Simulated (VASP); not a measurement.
# BaTe (Pm-3m) in VASP: single point with PBEsol

Aim: the single point of BaTe with PBEsol.

Everything below comes from runs of VASP 6.6.1. Logs are shortened: lines on timing, memory, paths and dates and some standing lists are left out, and cuts for length are marked.

## (1) The cell of the first run

Symmetry: Pm-3m, No. 221, cubic system. Conventional cell: a = 4.262 Å, b = 4.262 Å, c = 4.262 Å, α = 90.00°, β = 90.00°, γ = 90.00°. Within 4.8 Å of Ba (site symmetry m-3m) lie 8 Te at 3.69 Å and 6 Ba at 4.26 Å. Te (site symmetry m-3m) has 8 Ba at 3.69 Å and 6 Te at 4.26 Å within 4.8 Å.

## (2) Single point, PBEsol

Input file INCAR:

```
SYSTEM = BaTe
  PREC = Accurate
  ENCUT = 520
  EDIFF = 1E-6
  ISMEAR = 0
  SIGMA = 0.1
  LREAL = .False.
  LASPH = .True.
  NELM = 80
  ALGO = Normal
  ISIF = 2
  LWAVE = .False.
  LCHARG = .True.
  GGA = PS
  LELF = .True.
  LVHAR = .True.
  NBANDS = 15
```

Input file KPOINTS:

```
regular mesh
0
Gamma
  4 4 4
  0 0 0
```

Input file POSCAR:

```
BaTe
1.0
    4.2624660000      0.0000000000      0.0000000000
    0.0000000000      4.2624660000      0.0000000000
    0.0000000000      0.0000000000      4.2624660000
Ba Te
1 1
Direct
    0.0000000000      0.0000000000      0.0000000000
    0.5000000000      0.5000000000      0.5000000000
```

Potentials or basis: VASP PAW PBE potentials, release 64 (Ba_sv, Te).

The run is started by

```
$ cat potpaw_PBE.64/Ba_sv/POTCAR potpaw_PBE.64/Te/POTCAR > POTCAR
$ mpirun -np 1 vasp_std > vasp.out
```

OUTCAR:

```text
SYSTEM = BaTe
   PREC = Accurate
   ENCUT = 520
   EDIFF = 1E-6
   ISMEAR = 0
   LREAL = .False.
   LASPH = .True.
   NELM = 80
   ISIF = 2
   GGA = PS

 ion  position               nearest neighbor table
   1  0.000  0.000  0.000-   2 3.69   2 3.69   2 3.69   2 3.69   2 3.69   2 3.69   2 3.69   2 3.69

   2  0.500  0.500  0.500-   1 3.69   1 3.69   1 3.69   1 3.69   1 3.69   1 3.69   1 3.69   1 3.69

  LATTYP: Found a simple cubic cell.
 ALAT       =     4.2624660000

  Lattice vectors:

 A1 = (   4.2624660000,   0.0000000000,   0.0000000000)
 A2 = (   0.0000000000,   4.2624660000,   0.0000000000)
 A3 = (   0.0000000000,   0.0000000000,   4.2624660000)

Analysis of symmetry for initial positions (statically):
=====================================================================
 Subroutine PRICEL returns:
 Original cell was already a primitive cell.

 Routine SETGRP: Setting up the symmetry group for a
 simple cubic supercell.

 Subroutine GETGRP returns: Found 48 space group operations
 (whereof 48 operations were pure point group operations)
 out of a pool of 48 trial point group operations.

The static configuration has the point symmetry O_h .

Analysis of symmetry for dynamics (positions and initial velocities):
=====================================================================
 Subroutine PRICEL returns:
 Original cell was already a primitive cell.

 Routine SETGRP: Setting up the symmetry group for a
 simple cubic supercell.

 Subroutine GETGRP returns: Found 48 space group operations
 (whereof 48 operations were pure point group operations)
 out of a pool of 48 trial point group operations.

The dynamic configuration has the point symmetry O_h .

 Subroutine INISYM returns: Found 48 space group operations
 (whereof 48 operations are pure point group operations),
 and found     1 'primitive' translations

----------------------------------------------------------------------------------------

                                     Primitive cell

  volume of cell :      77.4431

  direct lattice vectors                    reciprocal lattice vectors
     4.262466000  0.000000000  0.000000000     0.234605977  0.000000000  0.000000000
     0.000000000  4.262466000  0.000000000     0.000000000  0.234605977  0.000000000
     0.000000000  0.000000000  4.262466000     0.000000000  0.000000000  0.234605977

  length of vectors
     4.262466000  4.262466000  4.262466000     0.234605977  0.234605977  0.234605977

  position of ions in fractional coordinates (direct lattice)
     0.000000000  0.000000000  0.000000000
     0.500000000  0.500000000  0.500000000

  ion indices of the primitive-cell ions
   primitive index   ion index
                 1           1
                 2           2

----------------------------------------------------------------------------------------

 KPOINTS: regular mesh

Automatic generation of k-mesh.
 Grid dimensions read from file:
 generate k-points for:    4    4    4

 Generating k-lattice:

  Cartesian coordinates                     Fractional coordinates (reciprocal lattice)
     0.058651494  0.000000000  0.000000000     0.250000000  0.000000000  0.000000000
     0.000000000  0.058651494  0.000000000     0.000000000  0.250000000  0.000000000
     0.000000000  0.000000000  0.058651494     0.000000000  0.000000000  0.250000000

  Length of vectors
     0.058651494  0.058651494  0.058651494

  Shift w.r.t. Gamma in fractional coordinates (k-lattice)
     0.000000000  0.000000000  0.000000000

 Subroutine IBZKPT returns following result:
 ===========================================

 Found     10 irreducible k-points:

 Following reciprocal coordinates:
            Coordinates               Weight
  0.000000  0.000000  0.000000      1.000000
  0.250000  0.000000  0.000000      6.000000
  0.500000  0.000000  0.000000      3.000000
  0.250000  0.250000  0.000000     12.000000
  0.500000  0.250000  0.000000     12.000000
  0.500000  0.500000  0.000000      3.000000
  0.250000  0.250000  0.250000      8.000000
  0.500000  0.250000  0.250000     12.000000
  0.500000  0.500000  0.250000      6.000000
  0.500000  0.500000  0.500000      1.000000
   k-points           NKPTS =     10   k-points in BZ     NKDIM =     10   number of bands    NBANDS=     15
   number of dos      NEDOS =    301   number of ions     NIONS =      2
   total plane-waves  NPLWV =  32768
   dimension x,y,z NGX =    32 NGY =   32 NGZ =   32
   dimension x,y,z NGXF=    64 NGYF=   64 NGZF=   64
   ions per type =               1   1
   NGX,Y,Z   is equivalent  to a cutoff of  12.48, 12.48, 12.48 a.u.
   NGXF,Y,Z  is equivalent  to a cutoff of  24.96, 24.96, 24.96 a.u.
 SYSTEM =  BaTe
   PREC   = accura    normal or accurate (medium, high low for compatibility)
   ISTART =      0    job   : 0-new  1-cont  2-samecut
   ICHARG =      2    charge: 1-file 2-atom 10-const
   ISPIN  =      1    spin polarized calculation?
   LNONCOLLINEAR =      F non collinear calculations
   LSORBIT =      F    spin-orbit coupling
   LASPH  =      T    aspherical Exc in radial PAW
   ENCUT  =  520.0 eV  38.22 Ry    6.18 a.u.   7.93  7.93  7.93*2*pi/ulx,y,z
   NELM   =     80;   NELMIN=  2; NELMDL= -5     # of ELM steps
   EDIFF  = 0.1E-05   stopping-criterion for ELM
   LREAL  =      F    real-space projection
   EDIFFG = 0.1E-04   stopping-criterion for IOM
   NSW    =      0    number of steps for IOM
   IBRION =     -1    ionic relax: 0-MD 1-quasi-New 2-CG
   NFREE  =      0    steps in history (QN), initial steepest desc. (CG)
   ISIF   =      2    stress and relaxation
   ISYM   =      2    0-nonsym 1-usesym 2-fastsym
   POTIM  = 0.5000    time-step for ionic-motion
   TEBEG  =    0.0;   TEEND  =   0.0 temperature during run
   PSTRESS=    0.0 pullay stress
   NELECT =      16.0000    total number of electrons
   NUPDOWN=      -1.0000    fix difference up-down
   EMIN   =  10.00;   EMAX   =-10.00  energy-range for DOS
   EFERMI =   0.00;   METHOD = LEGACY
   ISMEAR =     0;   SIGMA  =   0.10  broadening in eV -4-tet -1-fermi 0-gaus
   EFERMI_NEDOS =   21; number of points for ismear=-14 and -15
   IALGO  =     38    algorithm
   IMIX   =      4    mixing-type and parameters
     AMIX     =   0.40;   BMIX     =  1.00
     AMIX_MAG =   1.60;   BMIX_MAG =  1.00
  volume/ion in A,a.u.               =      38.72       261.31
  Fermi-wavevector in a.u.,A,eV,Ry     =   0.967804  1.828884 12.743813  0.936644
  Thomas-Fermi vector in A             =   2.097720
   LORBIT       =      0    0 simple, 1 ext, 2 COOP (PROOUT), +10 PAW based schemes
   GGA     = PS    functional components
   LHFCALC =     F    Hartree Fock is set to
   AEXX    =    0.0000 exact exchange contribution
   IVDW    =     0    specifies the selected vdW correction
   LEPSILON=     F    determine dielectric tensor
   LRPA    =     F    only Hartree local field effects (RPA)
 non-spin polarized calculation
 Gauss-broadening in eV      SIGMA  =   0.10
  energy-cutoff  :      520.00
  volume of cell :       77.44
 maximum number of plane-waves:      2176
 NGX is ok and might be reduce to    32
   NGX = 15   NGY = 15   NGZ = 15

 number of electron      16.0000000 magnetization

 Free energy of the ion-electron system (eV)
  ---------------------------------------------------
  ext. energy  EPLUGINS =         0.00000000
  ---------------------------------------------------
  free energy    TOTEN  =        -8.87086338 eV

  energy without entropy =       -8.87086334  energy(sigma->0) =       -8.87086336

 E-fermi :   4.0527     XC(G=0):  -8.9295

 val. band max:        3.7075678947   @ k =   0.5000   0.5000   0.0000
 cond. band min:       4.3922472817   @ k =   0.0000   0.0000   0.0000
 fundamental gap:      0.6846793870
 Fermi energy:         4.0527494783

 k-point     1 :       0.0000    0.0000    0.0000
  band No.  band energies     occupation
      1     -24.4094      2.00000
      2      -9.4250      2.00000
      3      -9.4250      2.00000
      4      -9.4250      2.00000
      5      -6.6939      2.00000
      6       3.3243      2.00000
      7       3.3243      2.00000
      8       3.3243      2.00000
      9       4.3922      0.00000
     10       4.3922      0.00000
     11       5.9036      0.00000
     12       8.2106      0.00000
     13       8.2106      0.00000
     14       8.2106      0.00000
     15      12.1049      0.00000

 k-point     2 :       0.2500    0.0000    0.0000
  band No.  band energies     occupation
      1     -24.3962      2.00000
      2      -9.7279      2.00000
      3      -9.3996      2.00000
      4      -9.3996      2.00000
      5      -6.3162      2.00000
      6       1.3834      2.00000
      7       3.0690      2.00000
      8       3.0690      2.00000
      9       4.7208      0.00000
     10       5.9656      0.00000
     11       7.7380      0.00000
     12       8.3927      0.00000
     13       8.4859      0.00000
     14       8.4859      0.00000
     15       9.8350      0.00000

 k-point     3 :       0.5000    0.0000    0.0000
  band No.  band energies     occupation
      1     -24.3830      2.00000
      2      -9.9856      2.00000
      3      -9.3739      2.00000
      4      -9.3739      2.00000
      5      -5.9400      2.00000
      6       0.2697      2.00000
      7       2.8230      2.00000
      8       2.8230      2.00000
      9       5.1859      0.00000
     10       8.4715      0.00000
     11       8.5258      0.00000
     12       8.5755      0.00000
     13       8.6047      0.00000
     14       9.1725      0.00000
     15       9.1725      0.00000

 k-point     4 :       0.2500    0.2500    0.0000
  band No.  band energies     occupation
      1     -24.3834      2.00000
      2      -9.7055      2.00000
      3      -9.6075      2.00000
      4      -9.3776      2.00000
      5      -6.1657      2.00000
      6       1.3875      2.00000
      7       2.1316      2.00000
      8       3.1402      2.00000
      9       5.3904      0.00000
     10       6.6805      0.00000
     11       6.9176      0.00000
     12       7.2344      0.00000
     13       8.8524      0.00000
     14       9.7430      0.00000
     15      10.8186      0.00000

 k-point     5 :       0.5000    0.2500    0.0000
  band No.  band energies     occupation
      1     -24.3705      2.00000
      2      -9.8874      2.00000
      3      -9.5845      2.00000
      4      -9.3553      2.00000
      5      -6.0307      2.00000
      6       0.8646      2.00000
      7       2.1258      2.00000
      8       3.1819      2.00000
      9       5.3301      0.00000
     10       6.9251      0.00000
     11       7.2821      0.00000
     12       7.7791      0.00000
     13       8.1456      0.00000
     14      10.0856      0.00000
     15      10.3162      0.00000

 k-point     6 :       0.5000    0.5000    0.0000
  band No.  band energies     occupation
      1     -24.3580      2.00000
      2      -9.7815      2.00000
      3      -9.7815      2.00000
      4      -9.3365      2.00000
      5      -6.1341      2.00000
      6       1.6421      2.00000
      7       1.6421      2.00000
      8       3.7076      2.00000
      9       4.5745      0.00000
     10       6.1414      0.00000
     11       6.5611      0.00000
     12       6.5611      0.00000
     13       9.8718      0.00000
     14      10.4515      0.00000
     15      11.6166      0.00000

 k-point     7 :       0.2500    0.2500    0.2500
  band No.  band energies     occupation
      1     -24.3709      2.00000
      2      -9.6679      2.00000
      3      -9.5745      2.00000
      4      -9.5745      2.00000
      5      -6.0766      2.00000
      6       1.8546      2.00000
      7       1.8546      2.00000
      8       1.9069      2.00000
      9       6.3143      0.00000
     10       6.3143      0.00000
     11       7.0832      0.00000
     12       8.4751      0.00000
     13       8.4751      0.00000
     14       8.5860      0.00000
     15      12.1893      0.00000

 k-point     8 :       0.5000    0.2500    0.2500
  band No.  band energies     occupation
      1     -24.3584      2.00000
      2      -9.8158      2.00000
      3      -9.5671      2.00000
      4      -9.5409      2.00000
      5      -5.9928      2.00000
      6       1.0595      2.00000
      7       1.5834      2.00000
      8       2.4775      2.00000
      9       6.1519      0.00000
     10       6.2528      0.00000
     11       6.6922      0.00000
     12       9.2076      0.00000
     13       9.4738      0.00000
     14      10.1909      0.00000
     15      10.6243      0.00000

 k-point     9 :       0.5000    0.5000    0.2500
  band No.  band energies     occupation
      1     -24.3462      2.00000
      2      -9.7410      2.00000
      3      -9.7410      2.00000
      4      -9.5230      2.00000
      5      -5.9575      2.00000
      6       1.1739      2.00000
      7       1.1739      2.00000
      8       1.8521      2.00000
      9       5.8877      0.00000
     10       7.2851      0.00000
     11       7.2851      0.00000
     12       8.4844      0.00000
     13       9.9506      0.00000
     14      10.5598      0.00000
     15      11.1289      0.00000

 k-point    10 :       0.5000    0.5000    0.5000
  band No.  band energies     occupation
      1     -24.3343      2.00000
      2      -9.6996      2.00000
      3      -9.6996      2.00000
      4      -9.6996      2.00000
      5      -5.7568      2.00000
      6       0.7767      2.00000
      7       0.7767      2.00000
      8       0.7767      2.00000
      9       8.3361      0.00000
     10       8.3361      0.00000
     11       8.3361      0.00000
     12       9.9480      0.00000
     13       9.9480      0.00000
     14       9.9480      0.00000
     15      10.0333      0.00000

------------------------ aborting loop because EDIFF is reached ----------------------------------------

  FORCE on cell =-STRESS in cart. coord.  units (eV):
  Direction    XX          YY          ZZ          XY          YZ          ZX
  --------------------------------------------------------------------------------------
  -------------------------------------------------------------------------------------
  Total       -0.7782871     -0.7782871     -0.7782871      0.0000000      0.0000000     -0.0000000
  in kB      -16.1015471    -16.1015471    -16.1015471      0.0000000      0.0000000     -0.0000000
  external PRESSURE =     -16.1015471 kB  Pullay stress =       0.0000000 kB

 VOLUME and BASIS-vectors are now :
 -----------------------------------------------------------------------------
  energy-cutoff  :      520.00
  volume of cell :       77.44
      direct lattice vectors                 reciprocal lattice vectors
     4.262466000  0.000000000  0.000000000     0.234605977  0.000000000  0.000000000
     0.000000000  4.262466000  0.000000000     0.000000000  0.234605977  0.000000000
     0.000000000  0.000000000  4.262466000     0.000000000  0.000000000  0.234605977

 POSITION                                       TOTAL-FORCE (eV/Angst)
 -----------------------------------------------------------------------------------
      0.00000      0.00000      0.00000         0.000000      0.000000      0.000000
      2.13123      2.13123      2.13123         0.000000      0.000000      0.000000
 -----------------------------------------------------------------------------------
    total drift:                                0.000000      0.000000     -0.000000

  FREE ENERGIE OF THE ION-ELECTRON SYSTEM (eV)
  ---------------------------------------------------
  free  energy   TOTEN  =        -8.8708633771 eV

  energy  without entropy=       -8.8708633420  energy(sigma->0) =       -8.87086336
```

Wall time 22 s (1 thread of Intel Xeon 8259CL, shared host); peak memory 0.18 GiB.

Results:

- Free energy: -8.8709 eV
- Pressure: -1.6 GPa
- Band gap on the k mesh: 0.68 eV (least direct gap 0.87 eV)

Levels at points of the mesh, in eV from the valence-band top:
```csv
k point,band 5,band 6,band 7,band 8,band 9,band 10,band 11,band 12
"(0.00, 0.00, 0.00)",-10.40,-0.38,-0.38,-0.38,0.68,0.68,2.20,4.50
"(0.50, 0.00, 0.00)",-9.65,-3.44,-0.88,-0.88,1.48,4.76,4.82,4.87
"(0.50, 0.50, 0.00)",-9.84,-2.07,-2.07,0.00,0.87,2.43,2.85,2.85
"(0.50, 0.50, 0.50)",-9.46,-2.93,-2.93,-2.93,4.63,4.63,4.63,6.24
```

Caveat: the PAW data sets were made with another functional, which shifts forces and pressure a little; spin-orbit coupling is left out, which moves the levels of the heavy elements. A k mesh can miss the band edges.
